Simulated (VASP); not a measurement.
A run of VASP 6.6.1 is set up as follows.

The input INCAR:

```
SYSTEM = K8Ta5Nb3O24
  PREC = Accurate
  ENCUT = 520
  EDIFF = 1E-6
  ISMEAR = -1
  SIGMA = 0.05
  LREAL = Auto
  LASPH = .True.
  NELM = 100
  ALGO = Normal
  ISIF = 2
  LWAVE = .False.
  LCHARG = .False.
  GGA = PS
  NBANDS = 181
  ISYM = 0
```

Contents of KPOINTS:

```
Automatic mesh
0
Gamma
  1 1 1
  0.25 0.25 0.25
```

Contents of POSCAR:

```
K8Ta5Nb3O24
1.0
    7.9823338196      0.0000000000      0.0000000000
    0.0000000000      7.9823338196      0.0000000000
    0.0000000000      0.0000000000      7.9823338196
K Nb Ta O
8 3 5 24
Direct
    0.0024990000      0.0021840000      0.0017240000
    0.0024390000      0.0024680000      0.5016120000
    0.0023920000      0.5020290000      0.0020080000
    0.0023160000      0.5020320000      0.5015920000
    0.5017670000      0.0021890000      0.0017900000
    0.5019660000      0.0025690000      0.5021070000
    0.5019620000      0.5025370000      0.0021590000
    0.5022070000      0.5024420000      0.5019920000
    0.2558530000      0.2594900000      0.2589850000
    0.2560840000      0.2558070000      0.7589770000
    0.2560590000      0.7594660000      0.2553900000
    0.2524440000      0.7555330000      0.7551370000
    0.7555470000      0.2524000000      0.2520160000
    0.7558520000      0.2527850000      0.7520690000
    0.7558380000      0.7524530000      0.2522870000
    0.7524760000      0.7527660000      0.7522720000
    0.2476120000      0.2471290000      0.9963930000
    0.2475970000      0.2471910000      0.4963850000
    0.2482620000      0.7472430000      0.9972310000
    0.2481910000      0.7472240000      0.4972320000
    0.7476620000      0.2489530000      0.9981450000
    0.7476300000      0.2489370000      0.4981720000
    0.7481580000      0.7489230000      0.9984830000
    0.7481690000      0.7489510000      0.4984770000
    0.9974710000      0.2478070000      0.2473900000
    0.9977590000      0.2484170000      0.7474220000
    0.9977140000      0.7477630000      0.2480470000
    0.9983910000      0.7483060000      0.7479810000
    0.4974530000      0.2477810000      0.2473810000
    0.4977580000      0.2483950000      0.7474880000
    0.4976980000      0.7478240000      0.2480310000
    0.4984050000      0.7482910000      0.7479670000
    0.2475110000      0.9968000000      0.2466830000
    0.2483210000      0.9976050000      0.7468710000
    0.2475350000      0.4967930000      0.2467660000
    0.2482720000      0.4976110000      0.7469120000
    0.7476180000      0.9985290000      0.2485560000
    0.7482060000      0.9988400000      0.7486210000
    0.7475830000      0.4985510000      0.2486050000
    0.7482090000      0.4988360000      0.7485810000
```

Potentials or basis: VASP PAW PBE potentials, release 64 (K_sv, Nb_sv, Ta_pv, O).

Launch:

```sh
$ cat potpaw_PBE.64/K_sv/POTCAR potpaw_PBE.64/Nb_sv/POTCAR potpaw_PBE.64/Ta_pv/POTCAR potpaw_PBE.64/O/POTCAR > POTCAR
$ mpirun -np 1 vasp_std > vasp.out
```

**Question.** Estimate the largest force.

**Answer.** 0.232 eV/Å.

**Question.** Estimate the band gap on the k mesh.

**Answer.** 2.83 eV (least direct gap 2.84 eV).

**Question.** Estimate the pressure.

**Answer.** 0.5 GPa.

Forces on the atoms (eV/Å):
```
K   -0.005 -0.006 -0.005
K   -0.004 -0.007 -0.006
K    0.000 -0.004 -0.005
K   -0.001 -0.004 -0.004
K   -0.003 -0.001 -0.002
K   -0.007 -0.005 -0.008
K   -0.007 -0.008 -0.006
K   -0.008 -0.006 -0.004
Nb  -0.108 -0.111 -0.108
Nb  -0.093 -0.095 -0.105
Nb  -0.094 -0.112 -0.095
Ta  -0.105 -0.146 -0.146
Ta  -0.152 -0.095 -0.097
Ta  -0.143 -0.091 -0.095
Ta  -0.142 -0.097 -0.088
Ta  -0.102 -0.091 -0.085
O    0.042  0.043  0.036
O    0.042  0.043  0.033
O    0.028  0.033  0.146
O    0.034  0.039 -0.027
O    0.025  0.017  0.055
O    0.025  0.017  0.052
O    0.024  0.018  0.050
O    0.024  0.018  0.050
O    0.150  0.030  0.031
O    0.149  0.029  0.031
O    0.149  0.034  0.029
O    0.058  0.024  0.022
O   -0.025  0.035  0.035
O   -0.026  0.034  0.035
O   -0.025  0.039  0.034
O    0.053  0.025  0.023
O    0.046  0.039  0.047
O    0.026  0.146  0.031
O    0.044  0.036  0.045
O    0.031 -0.026  0.035
O    0.027  0.053  0.018
O    0.022  0.051  0.016
O    0.028  0.051  0.017
O    0.023  0.051  0.018
```

Caveat: the PAW data sets were made with another functional, which shifts forces and pressure a little; spin-orbit coupling is left out, which moves the levels of the heavy elements; a shifted mesh leaves out Γ, where band edges can lie. A k mesh can miss the band edges.
